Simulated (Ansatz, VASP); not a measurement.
# Zr: VASP beside Ansatz

INCAR

```
  PREC = Accurate
  ENCUT = 520
  EDIFF = 1E-7
  ISMEAR = -1
  SIGMA = 0.1
  LREAL = False
  LASPH = True
  NELM = 60
  ALGO = Normal
  ISIF = 2
  LWAVE = False
  LCHARG = False
  GGA = PE
  NBANDS = 32
```

Contents of KPOINTS:

```
Automatic mesh
0
Gamma
  13 13 4
```

Contents of POSCAR:

```
Zr
1.0
    3.2624475928      0.0000000000      0.0000000000
   -1.6312237964      2.8253624939      0.0000000000
    0.0000000000      0.0000000000     10.5712617956
Zr
4
Direct
    0.0000000000      1.0000000000      0.0000000000
    0.0000000000      1.0000000000      0.5000000000
    0.3333333333      0.6666666667      0.2500000000
    0.6666666667      0.3333333333      0.7500000000
```

Input for Ansatz:

```yaml
crystal:
  lattice:
    - [3.2624475928, 0.0, 0.0]
    - [-1.6312237964, 2.8253624939, 0.0]
    - [0.0, 0.0, 10.5712617956]
  atoms:
    - { symbol: Zr, position: [0.0, 1.0, 0.0] }
    - { symbol: Zr, position: [0.0, 1.0, 0.5] }
    - { symbol: Zr, position: [0.3333333333, 0.6666666667, 0.25] }
    - { symbol: Zr, position: [0.6666666667, 0.3333333333, 0.75] }
hamiltonian:
  xc: pbe
  pseudopotentials:
    kind: paw
    azcp:
      Zr: "pseudopotentials/Zr.paw.azcp"
basis:
  ecutwfc: 420
  fft_grid_basis: typed
kpoints:
  mp_grid: { grid: [13, 13, 4], shift: [0, 0, 0] }
magnetization:
  spin_polarized: false
scf:
  occupations: { method: fermi_dirac, width: 0.1 }
  lower_state_search: "off"
output:
  stress: true
```

Alike in both runs: task single point; functional PBE; k mesh 13 × 13 × 4; occupations fermi-dirac, width 0.1 eV; no spin polarisation.

```csv
,VASP,Ansatz
version,VASP 6.6.1,Ansatz 0.2.0
potentials or method,"VASP PAW PBE potentials, release 64 (Zr_sv), cutoff 520 eV","plane waves (420 eV) with PAW, scalar-relativistic"
valence electrons in the cell,48,48
```

|  | VASP | Ansatz | Ansatz less VASP |
| --- | --- | --- | --- |
| pressure (GPa) | -3.3 | -3.3 | -0.01 |
| traceless stress, the component that is largest in VASP (GPa) | -0.22 | -0.21 | +0.005 |
